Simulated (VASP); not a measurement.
# CdSe in VASP: notebook, part 2 of 2

VASP 6.6.1.

### Step 4. Single point, r2SCAN (strain along [111] -0.6%)

POSCAR reads:

```
CdSe
1.0
   -0.0118620864      3.0559188783      3.0559188783
    3.0559188783     -0.0118620864      3.0559188783
    3.0559188783      3.0559188783     -0.0118620864
Cd Se
1 1
Direct
   -0.0004212414     -0.0004212414     -0.0004212414
    0.2504212414      0.2504212414      0.2504212414
```

INCAR.step1 reads:

```
  ALGO = Normal
  EDIFF = 1E-4
  ENCUT = 520
  GGA = PE
  ISMEAR = 0
  LASPH = T
  LCHARG = F
  LREAL = F
  LWAVE = T
  NBANDS = 16
  NELM = 80
  PREC = Accurate
  SIGMA = 0.01
```

INCAR.step2 reads:

```
  ALGO = Normal
  EDIFF = 1E-6
  ENCUT = 520
  ISIF = 2
  ISMEAR = 0
  ISTART = 1
  LASPH = T
  LCHARG = T
  LELF = T
  LMIXTAU = T
  LREAL = F
  LVHAR = T
  LWAVE = F
  METAGGA = R2SCAN
  NBANDS = 16
  NELM = 80
  PREC = Accurate
  SIGMA = 0.01
```

KPOINTS reads:

```
k-points
0
Gamma
  8 8 8
```

Potentials or basis: VASP PAW PBE potentials, release 64 (Cd, Se).

Command:

```console
cat potpaw_PBE.64/Cd/POTCAR potpaw_PBE.64/Se/POTCAR > POTCAR
cp INCAR.step1 INCAR
mpirun -np 1 vasp_std > vasp.out
cp INCAR.step2 INCAR
mpirun -np 1 vasp_std > vasp.out
```

OUTCAR:

```text
EDIFF = 1E-6
   ENCUT = 520
   ISIF = 2
   ISMEAR = 0
   ISTART = 1
   LASPH = T
   LREAL = F
   METAGGA = R2SCAN
   NELM = 80
   PREC = Accurate

 ion  position               nearest neighbor table
   1  1.000  1.000  1.000-   2 2.65   2 2.65   2 2.65   2 2.65
   2  0.250  0.250  0.250-   1 2.65   1 2.65   1 2.65   1 2.65

  LATTYP: Found a trigonal (rhomboedric) cell.
 ALAT       =     4.3217382025
 COS(alpha) =     0.4961145866

  Lattice vectors:

 A1 = (  -0.0118620864,   3.0559188783,   3.0559188783)
 A2 = (   3.0559188783,  -0.0118620864,   3.0559188783)
 A3 = (   3.0559188783,   3.0559188783,  -0.0118620864)

Analysis of symmetry for initial positions (statically):
=====================================================================
 Subroutine PRICEL returns:
 Original cell was already a primitive cell.

 Routine SETGRP: Setting up the symmetry group for a
 trigonal (rhombohedral) supercell.

 Subroutine GETGRP returns: Found  6 space group operations
 (whereof  6 operations were pure point group operations)
 out of a pool of 12 trial point group operations.

The static configuration has the point symmetry C_3v.

Analysis of symmetry for dynamics (positions and initial velocities):
=====================================================================
 Subroutine PRICEL returns:
 Original cell was already a primitive cell.

 Routine SETGRP: Setting up the symmetry group for a
 trigonal (rhombohedral) supercell.

 Subroutine GETGRP returns: Found  6 space group operations
 (whereof  6 operations were pure point group operations)
 out of a pool of 12 trial point group operations.

The dynamic configuration has the point symmetry C_3v.

 Subroutine INISYM returns: Found  6 space group operations
 (whereof  6 operations are pure point group operations),
 and found     1 'primitive' translations

----------------------------------------------------------------------------------------

                                     Primitive cell

  volume of cell :      57.4086

  direct lattice vectors                    reciprocal lattice vectors
    -0.011862086  3.055918878  3.055918878    -0.162667315  0.163301198  0.163301198
     3.055918878 -0.011862086  3.055918878     0.163301198 -0.162667315  0.163301198
     3.055918878  3.055918878 -0.011862086     0.163301198  0.163301198 -0.162667315

  length of vectors
     4.321738202  4.321738202  4.321738202     0.282480473  0.282480473  0.282480473

  position of ions in fractional coordinates (direct lattice)
     0.999578759  0.999578759  0.999578759
     0.250421241  0.250421241  0.250421241

  ion indices of the primitive-cell ions
   primitive index   ion index
                 1           1
                 2           2

----------------------------------------------------------------------------------------

 KPOINTS: k-points

Automatic generation of k-mesh.
 Grid dimensions read from file:
 generate k-points for:    8    8    8

 Generating k-lattice:

  Cartesian coordinates                     Fractional coordinates (reciprocal lattice)
    -0.020333414  0.020412650  0.020412650     0.125000000  0.000000000  0.000000000
     0.020412650 -0.020333414  0.020412650     0.000000000  0.125000000  0.000000000
     0.020412650  0.020412650 -0.020333414     0.000000000  0.000000000  0.125000000

  Length of vectors
     0.035310059  0.035310059  0.035310059

  Shift w.r.t. Gamma in fractional coordinates (k-lattice)
     0.000000000  0.000000000  0.000000000

 Subroutine IBZKPT returns following result:
 ===========================================

 Found     65 irreducible k-points:

 Following reciprocal coordinates:
            Coordinates               Weight
  0.000000  0.000000  0.000000      1.000000
  0.125000  0.000000  0.000000      6.000000
  0.250000  0.000000  0.000000      6.000000
  0.375000  0.000000  0.000000      6.000000
  0.500000  0.000000  0.000000      3.000000
  0.125000  0.125000  0.000000      6.000000
[... 16 lines left out ...]
  0.250000  0.125000  0.125000      6.000000
  0.375000  0.125000  0.125000      6.000000
 [... further k-points ...]
   k-points           NKPTS =     65   k-points in BZ     NKDIM =     65   number of bands    NBANDS=     16
   number of dos      NEDOS =    301   number of ions     NIONS =      2
   total plane-waves  NPLWV =  32768
   dimension x,y,z NGX =    32 NGY =   32 NGZ =   32
   dimension x,y,z NGXF=    64 NGYF=   64 NGZF=   64
   ions per type =               1   1
   NGX,Y,Z   is equivalent  to a cutoff of  12.31, 12.31, 12.31 a.u.
   NGXF,Y,Z  is equivalent  to a cutoff of  24.62, 24.62, 24.62 a.u.
 SYSTEM =  unknown system
   PREC   = accura    normal or accurate (medium, high low for compatibility)
   ISTART =      1    job   : 0-new  1-cont  2-samecut
   ICHARG =      0    charge: 1-file 2-atom 10-const
   ISPIN  =      1    spin polarized calculation?
   LNONCOLLINEAR =      F non collinear calculations
   LSORBIT =      F    spin-orbit coupling
   LASPH  =      T    aspherical Exc in radial PAW
   ENCUT  =  520.0 eV  38.22 Ry    6.18 a.u.   8.04  8.04  8.04*2*pi/ulx,y,z
   NELM   =     80;   NELMIN=  2; NELMDL=  0     # of ELM steps
   EDIFF  = 0.1E-05   stopping-criterion for ELM
   LREAL  =      F    real-space projection
   EDIFFG = 0.1E-04   stopping-criterion for IOM
   NSW    =      0    number of steps for IOM
   IBRION =     -1    ionic relax: 0-MD 1-quasi-New 2-CG
   NFREE  =      0    steps in history (QN), initial steepest desc. (CG)
   ISIF   =      2    stress and relaxation
   ISYM   =      2    0-nonsym 1-usesym 2-fastsym
   POTIM  = 0.5000    time-step for ionic-motion
   TEBEG  =    0.0;   TEEND  =   0.0 temperature during run
   PSTRESS=    0.0 pullay stress
   NELECT =      18.0000    total number of electrons
   NUPDOWN=      -1.0000    fix difference up-down
   EMIN   =  10.00;   EMAX   =-10.00  energy-range for DOS
   EFERMI =   0.00;   METHOD = LEGACY
   ISMEAR =     0;   SIGMA  =   0.01  broadening in eV -4-tet -1-fermi 0-gaus
   EFERMI_NEDOS =   21; number of points for ismear=-14 and -15
   IALGO  =     38    algorithm
   IMIX   =      4    mixing-type and parameters
     AMIX     =   0.40;   BMIX     =  1.00
     AMIX_MAG =   1.60;   BMIX_MAG =  1.00
  volume/ion in A,a.u.               =      28.70       193.71
  Fermi-wavevector in a.u.,A,eV,Ry     =   1.112176  2.101707 16.829519  1.236935
  Thomas-Fermi vector in A             =   2.248747
   LORBIT       =      0    0 simple, 1 ext, 2 COOP (PROOUT), +10 PAW based schemes
   METAGGA = R2SCAN    functional components
   LHFCALC =     F    Hartree Fock is set to
   AEXX    =    0.0000 exact exchange contribution
   IVDW    =     0    specifies the selected vdW correction
   LEPSILON=     F    determine dielectric tensor
   LRPA    =     F    only Hartree local field effects (RPA)
 non-spin polarized calculation
 Gauss-broadening in eV      SIGMA  =   0.01
  energy-cutoff  :      520.00
  volume of cell :       57.41
 maximum number of plane-waves:      1572
   NGX = 17   NGY = 17   NGZ = 17

 number of electron      18.0000007 magnetization

 Free energy of the ion-electron system (eV)
  ---------------------------------------------------
  ext. energy  EPLUGINS =         0.00000000
  ---------------------------------------------------
  free energy    TOTEN  =       -35.91490255 eV

  energy without entropy =      -35.91490255  energy(sigma->0) =      -35.91490255

 E-fermi :   0.5951     XC(G=0):  -9.3307

 val. band max:        0.5003192403   @ k =   0.0000   0.0000   0.0000
 cond. band min:       1.5233671266   @ k =   0.0000   0.0000   0.0000
 fundamental gap:      1.0230478863
 Fermi energy:         0.5950691874

 k-point     1 :       0.0000    0.0000    0.0000
  band No.  band energies     occupation
      1     -12.4206      2.00000
      2      -7.6179      2.00000
      3      -7.6179      2.00000
      4      -7.6154      2.00000
      5      -7.2380      2.00000
      6      -7.2380      2.00000
[... 8 lines left out ...]
     15      12.0886      0.00000
     16      12.0886      0.00000
[... 419 lines left out ...]
 k-point    24 :       0.3750    0.1250    0.1250
  band No.  band energies     occupation
      1     -12.1629      2.00000
      2      -7.5408      2.00000
      3      -7.5255      2.00000
      4      -7.3004      2.00000
      5      -7.2477      2.00000
      6      -7.1962      2.00000
[... 8 lines left out ...]
     15      11.7467      0.00000
     16      12.6286      0.00000

 [... further k-points ...]

------------------------ aborting loop because EDIFF is reached ----------------------------------------

  FORCE on cell =-STRESS in cart. coord.  units (eV):
  Direction    XX          YY          ZZ          XY          YZ          ZX
  --------------------------------------------------------------------------------------
  -------------------------------------------------------------------------------------
  Total        0.1777956      0.1777956      0.1777956      0.0309887      0.0309887      0.0309887
  in kB        4.9619785      4.9619785      4.9619785      0.8648415      0.8648415      0.8648415
  external PRESSURE =       4.9619785 kB  Pullay stress =       0.0000000 kB

 VOLUME and BASIS-vectors are now :
 -----------------------------------------------------------------------------
  energy-cutoff  :      520.00
  volume of cell :       57.41
      direct lattice vectors                 reciprocal lattice vectors
    -0.011862086  3.055918878  3.055918878    -0.162667315  0.163301198  0.163301198
     3.055918878 -0.011862086  3.055918878     0.163301198 -0.162667315  0.163301198
     3.055918878  3.055918878 -0.011862086     0.163301198  0.163301198 -0.162667315

 POSITION                                       TOTAL-FORCE (eV/Angst)
 -----------------------------------------------------------------------------------
      6.09741      6.09741      6.09741         0.000025      0.000025      0.000025
      1.52756      1.52756      1.52756        -0.000025     -0.000025     -0.000025
 -----------------------------------------------------------------------------------
    total drift:                               -0.000238     -0.000238     -0.000238

  FREE ENERGIE OF THE ION-ELECTRON SYSTEM (eV)
  ---------------------------------------------------
  free  energy   TOTEN  =       -35.9149025461 eV

  energy  without entropy=      -35.9149025461  energy(sigma->0) =      -35.91490255
```

OUTCAR.step1:

```text
EDIFF = 1E-4
   ENCUT = 520
   GGA = PE
   ISMEAR = 0
   LASPH = T
[... 677 lines left out ...]
 -----------------------------------------------------------------------------------
      6.09741      6.09741      6.09741        -0.000156     -0.000156     -0.000156
      1.52756      1.52756      1.52756         0.000156      0.000156      0.000156
 -----------------------------------------------------------------------------------
    total drift:                               -0.000125     -0.000125     -0.000125

  FREE ENERGIE OF THE ION-ELECTRON SYSTEM (eV)
  ---------------------------------------------------
  free  energy   TOTEN  =        -5.4849397671 eV

  energy  without entropy=       -5.4849397671  energy(sigma->0) =       -5.48493977
```

OSZICAR.step1:

```text
N       E                     dE             d eps       ncg     rms          rms(c)
DAV:   1     0.106785422715E+03    0.10679E+03   -0.87761E+03  2096   0.100E+03
DAV:   2    -0.172289770236E+01   -0.10851E+03   -0.10234E+03  2544   0.247E+02
DAV:   3    -0.584510178138E+01   -0.41222E+01   -0.41148E+01  2416   0.499E+01
DAV:   4    -0.586287446581E+01   -0.17773E-01   -0.17772E-01  2696   0.329E+00
DAV:   5    -0.586298731397E+01   -0.11285E-03   -0.11285E-03  2448   0.228E-01    0.596E+00
DAV:   6    -0.550530214609E+01    0.35769E+00   -0.54529E-01  3168   0.872E+00    0.475E+00
DAV:   7    -0.548376440247E+01    0.21538E-01   -0.14246E-01  2392   0.250E+00    0.206E+00
DAV:   8    -0.548468673386E+01   -0.92233E-03   -0.13277E-02  2400   0.139E+00    0.247E-01
DAV:   9    -0.548487205228E+01   -0.18532E-03   -0.14051E-03  2496   0.480E-01    0.462E-02
DAV:  10    -0.548493976710E+01   -0.67715E-04   -0.15013E-04  2160   0.154E-01
   1 F= -.54849398E+01 E0= -.54849398E+01  d E =-.161810E-43
```

Wall time 58 s (1 thread of Intel Xeon 6975P-C (Granite Rapids), shared host); peak memory 0.22 GiB.

What came out:

```yaml
Free_energy: -35.9149 eV
Pressure: 0.5 GPa
Band_gap_on_the_k_mesh: 1.02 eV, direct
```

Stress tensor (GPa, compression positive):
```
0.50 0.09 0.09
0.09 0.50 0.09
0.09 0.09 0.50
```

Levels at points of the mesh, in eV from the valence-band top:
| k point | band 5 | band 6 | band 7 | band 8 | band 9 | band 10 | band 11 | band 12 | band 13 | band 14 |
| --- | --- | --- | --- | --- | --- | --- | --- | --- | --- | --- |
| (0.00, 0.00, 0.00) | -7.74 | -7.74 | -0.03 | -0.03 | 0.00 | 1.02 | 6.43 | 6.43 | 6.50 | 10.22 |
| (0.50, 0.00, 0.00) | -7.71 | -7.45 | -4.33 | -0.75 | -0.73 | 2.83 | 6.91 | 6.92 | 7.74 | 10.50 |
| (0.50, 0.50, 0.00) | -7.68 | -7.38 | -4.01 | -1.85 | -1.82 | 3.47 | 4.12 | 9.57 | 10.82 | 10.82 |
| (0.50, 0.50, 0.50) | -7.71 | -7.44 | -4.31 | -0.76 | -0.76 | 2.78 | 6.87 | 6.87 | 7.76 | 10.49 |

Caveat: the cell differs from its parent crystal (strain along [111] -0.6%); the PAW data sets were made with another functional, which shifts forces and pressure a little.

### Step 5. Single point, r2SCAN (shear xy strain +1.1%)

POSCAR reads:

```
CdSe
1.0
    0.0170261844      3.0677809647      3.0677809647
    3.0677809647      0.0170261844      3.0677809647
    3.0848071491      3.0848071491      0.0000000000
Cd Se
1 1
Direct
    0.0011915085      0.0011915085     -0.0011915085
    0.2488084915      0.2488084915      0.2511915085
```

INCAR.step1 is that of step 4.

INCAR.step2 reads:

```
  ALGO = Normal
  EDIFF = 1E-7
  ENCUT = 520
  ISIF = 2
  ISMEAR = 0
  ISTART = 1
  LASPH = T
  LCHARG = F
  LMIXTAU = T
  LREAL = F
  LWAVE = F
  METAGGA = R2SCAN
  NBANDS = 16
  NELM = 80
  PREC = Accurate
  SIGMA = 0.01
```

KPOINTS is that of step 4.

Potentials or basis: VASP PAW PBE potentials, release 64 (Cd, Se).

Command:

```console
cat potpaw_PBE.64/Cd/POTCAR potpaw_PBE.64/Se/POTCAR > POTCAR
cp INCAR.step1 INCAR
mpirun -np 1 vasp_std > vasp.out
cp INCAR.step2 INCAR
mpirun -np 1 vasp_std > vasp.out
```

OUTCAR:

```text
EDIFF = 1E-7
   ENCUT = 520
   ISIF = 2
   ISMEAR = 0
   ISTART = 1
   LASPH = T
   LREAL = F
   METAGGA = R2SCAN
   NELM = 80
   PREC = Accurate

 ion  position               nearest neighbor table
   1  0.001  0.001  0.999-   2 2.66   2 2.66   2 2.66   2 2.66
   2  0.249  0.249  0.251-   1 2.66   1 2.66   1 2.66   1 2.66

  LATTYP: Found a body centered orthorhombic cell.
 ALAT       =     4.3144187858
 B/A-ratio  =     1.0111619488
 C/A-ratio  =     1.4221062521

  Lattice vectors:

[... 642 lines left out ...]

------------------------ aborting loop because EDIFF is reached ----------------------------------------

  FORCE on cell =-STRESS in cart. coord.  units (eV):
  Direction    XX          YY          ZZ          XY          YZ          ZX
  --------------------------------------------------------------------------------------
  -------------------------------------------------------------------------------------
  Total        0.0674554      0.0674554      0.0671653     -0.0896960      0.0000000      0.0000000
  in kB        1.8717071      1.8717071      1.8636562     -2.4888233      0.0000000      0.0000000
  external PRESSURE =       1.8690234 kB  Pullay stress =       0.0000000 kB

 VOLUME and BASIS-vectors are now :
 -----------------------------------------------------------------------------
  energy-cutoff  :      520.00
  volume of cell :       57.74
      direct lattice vectors                 reciprocal lattice vectors
     0.017026184  3.067780965  3.067780965    -0.163893868  0.163893868  0.162984257
     3.067780965  0.017026184  3.067780965     0.163893868 -0.163893868  0.162984257
     3.084807149  3.084807149  0.000000000     0.162084687  0.162084687 -0.162984257

 POSITION                                       TOTAL-FORCE (eV/Angst)
 -----------------------------------------------------------------------------------
      3.08481      3.08481      0.00731         0.000000      0.000000     -0.000568
      1.54240      1.54240      1.52658        -0.000000     -0.000000      0.000568
 -----------------------------------------------------------------------------------
    total drift:                               -0.000002     -0.000002      0.000262

  FREE ENERGIE OF THE ION-ELECTRON SYSTEM (eV)
  ---------------------------------------------------
  free  energy   TOTEN  =       -35.9153168194 eV

  energy  without entropy=      -35.9153168194  energy(sigma->0) =      -35.91531682
```

OUTCAR.step1:

```text
EDIFF = 1E-4
   ENCUT = 520
   GGA = PE
   ISMEAR = 0
   LASPH = T
[... 678 lines left out ...]
 -----------------------------------------------------------------------------------
      3.08481      3.08481      0.00731         0.000000      0.000000     -0.000025
      1.54240      1.54240      1.52658        -0.000000     -0.000000      0.000025
 -----------------------------------------------------------------------------------
    total drift:                               -0.000000     -0.000000      0.000084

  FREE ENERGIE OF THE ION-ELECTRON SYSTEM (eV)
  ---------------------------------------------------
  free  energy   TOTEN  =        -5.4884952204 eV

  energy  without entropy=       -5.4884952204  energy(sigma->0) =       -5.48849522
```

OSZICAR.step1:

```text
N       E                     dE             d eps       ncg     rms          rms(c)
DAV:   1     0.108883973081E+03    0.10888E+03   -0.87244E+03  3072   0.100E+03
DAV:   2    -0.169365998303E+01   -0.11058E+03   -0.10494E+03  3632   0.247E+02
DAV:   3    -0.584953935005E+01   -0.41559E+01   -0.41489E+01  3616   0.502E+01
DAV:   4    -0.586749437771E+01   -0.17955E-01   -0.17954E-01  3888   0.330E+00
DAV:   5    -0.586761010975E+01   -0.11573E-03   -0.11573E-03  3704   0.230E-01    0.589E+00
DAV:   6    -0.550871791782E+01    0.35889E+00   -0.54762E-01  4576   0.868E+00    0.470E+00
DAV:   7    -0.548731783353E+01    0.21400E-01   -0.14135E-01  3608   0.249E+00    0.204E+00
DAV:   8    -0.548823437907E+01   -0.91655E-03   -0.13079E-02  3480   0.138E+00    0.246E-01
DAV:   9    -0.548842737172E+01   -0.19299E-03   -0.13923E-03  3768   0.474E-01    0.463E-02
DAV:  10    -0.548849522041E+01   -0.67849E-04   -0.14900E-04  3216   0.153E-01
   1 F= -.54884952E+01 E0= -.54884952E+01  d E =-.393664E-35
```

Run time: 92 s. Hardware: 1 thread of Intel Xeon 6975P-C (Granite Rapids), shared host; peak memory 0.25 GiB.

Results:

```
Free energy            : -35.9153 eV
Pressure               : 0.2 GPa
Band gap on the k mesh : 1.00 eV, direct
```

Caveat: the cell differs from its parent crystal (shear xy strain +1.1%); the PAW data sets were made with another functional, which shifts forces and pressure a little.

### Step 6. The runs side by side

```csv
level,cell,smearing,gap on the mesh (eV),pressure (GPa)
PBE,"a = 4.322 Å, angles 60.3°, 2 atoms",fermi-dirac 0.02 eV,0.55,2.0
PBE,"a = 4.339, b = 4.339, c = 4.363 Å, angles 59.8, 59.8, 59.6°, 2 atoms",fermi-dirac 0.02 eV,0.53,1.7
r2SCAN,"a = 4.322 Å, angles 60.3°, 2 atoms",gaussian 0.01 eV,1.02,0.5
r2SCAN,"a = 4.339, b = 4.339, c = 4.363 Å, angles 59.8, 59.8, 59.6°, 2 atoms",gaussian 0.01 eV,1.00,0.2
```

Alike in all rows: task single point; potentials or basis VASP PAW PBE potentials, release 64 (Cd, Se); no spin polarisation; k mesh 8 × 8 × 8; cutoff (eV) 520.

Caveats: the PAW data sets were made with another functional, which shifts forces and pressure a little (some runs).

Total energies depend on the potentials used, so only differences within one code and one set of settings carry meaning.
